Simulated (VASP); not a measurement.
Set up this calculation in VASP 6.6.1, as the native input.

- Task: single point
- Functional: PBEsol
- Potentials or basis: VASP PAW PBE potentials, release 64 (Al, N)
- Cutoff: 520 eV
- k mesh: 8 × 8 × 8
- Occupations: gaussian, width 0.05 eV
- Spin: no spin polarisation
- Dipole correction: no
- Further INCAR settings: ALGO = Normal; EDIFF = 1e-07; NBANDS = 26

The structure of AlN lies in POSCAR:

```
AlN
1.0
   -3.1135599857      0.0000000000      0.0000000000
    0.0000000000      5.3928440876      0.0000000000
    1.5567799928     -2.6964220438     -4.9833504711
Al N
4 4
Direct
    1.0049006380      0.3265624247      0.9984958893
    0.5049006380      0.8265624247      0.9984958893
    0.2435952512      0.9219334646      0.4984958893
    0.7435952512      0.4219334646      0.4984958893
    0.8031992654      0.1286024475      0.6164985473
    0.3031992654      0.6286024475      0.6164985473
    0.0632992819      0.7378960998      0.1164985473
    0.5632992819      0.2378960998      0.1164985473
```

This cell differs from its parent crystal: mode 4 frozen in at -0.018 Å and mode 15 at -0.070 Å (largest displacements).

The input as run:

INCAR

```
PREC = Accurate
ENCUT = 520
EDIFF = 1E-7
ISMEAR = 0
SIGMA = 0.05
LREAL = False
LASPH = True
NELM = 100
ALGO = Normal
ISIF = 2
LWAVE = False
LCHARG = True
GGA = PS
LELF = True
LVHAR = True
NBANDS = 26
```

KPOINTS

```
regular mesh
0
Gamma
  8 8 8
```

Potentials or basis: VASP PAW PBE potentials, release 64 (Al, N).

Launch:

```console
$ cat potpaw_PBE.64/Al/POTCAR potpaw_PBE.64/N/POTCAR > POTCAR
$ mpirun -np 1 vasp_std > vasp.out
```

Results of the run:

```json
{
  "Pressure": "1.4 GPa",
  "Largest force": "1.296 eV/Å",
  "Band gap on the k mesh": "4.07 eV"
}
```

Caveat: the cell differs from its parent crystal (mode 4 frozen in at -0.018 Å and mode 15 at -0.070 Å (largest displacements)); the PAW data sets were made with another functional, which shifts forces and pressure a little.

Run time: 2 min on 1 thread of Intel(R) Xeon(R) Platinum 8559C (Emerald Rapids) (shared host), peak memory 0.36 GiB.
